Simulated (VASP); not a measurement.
Set up this calculation in VASP 6.6.1, as the native input.

| Quantity | Value |
| --- | --- |
| Task | single point |
| Functional | PBE |
| Potentials or basis | VASP PAW PBE potentials, release 64 (C) |
| Cutoff | 600 eV |
| k mesh | 1 × 1 × 1 |
| Occupations | gaussian, width 0.01 eV |
| Spin | no spin polarisation |
| Dipole correction | no |
| Further INCAR settings | ALGO = Normal; EDIFF = 1e-06; NBANDS = 26; ISYM = 0 |

The structure of C lies in POSCAR:

```
C
1.0
    3.5670000000      0.0000000000      0.0000000000
    0.0000000000      3.5670000000      0.0000000000
    0.0000000000      0.0000000000      3.5670000000
C
8
Direct
    0.0032800000      0.0035900000     -0.0080600000
    0.0072600000      0.4920000000      0.5034000000
    0.4948500000     -0.0015300000      0.5071900000
    0.4940700000      0.5084000000     -0.0052600000
    0.2566800000      0.2493700000      0.2441700000
    0.2542100000      0.7417600000      0.7567600000
    0.7422400000      0.2527500000      0.7540900000
    0.7477900000      0.7575300000      0.2421900000
```

These files were run (other wordings do the same):

INCAR

```
SYSTEM = C
PREC = Accurate
ENCUT = 600
EDIFF = 1E-6
ISMEAR = 0
SIGMA = 0.01
LREAL = .FALSE.
LASPH = .TRUE.
NELM = 120
ALGO = Normal
ISIF = 2
LWAVE = .FALSE.
LCHARG = .TRUE.
GGA = PE
LELF = .TRUE.
LVHAR = .TRUE.
ISYM = 0
NBANDS = 26
GGA_COMPAT = .FALSE.
```

KPOINTS

```
regular mesh
0
G
  1 1 1
  0 0 0
```

Potentials or basis: VASP PAW PBE potentials, release 64 (C).

Command:

```bash
$ cat potpaw_PBE.64/C/POTCAR > POTCAR
$ mpirun -np 1 vasp_gam > vasp.out
```

It gave:

```
Pressure               : 46.4 GPa
Largest force          : 2.724 eV/Å
Band gap on the k mesh : 3.96 eV
```

Caveat: the k points lie up to 1.76 Å⁻¹ apart; forces of over 1 eV/Å act on the atoms, so gaps and moduli don't describe the material at rest.

Wall time 3.1 s on 1 thread of Intel(R) Xeon(R) 6975P-C (Granite Rapids), with other jobs on the host, peak memory 0.13 GiB.
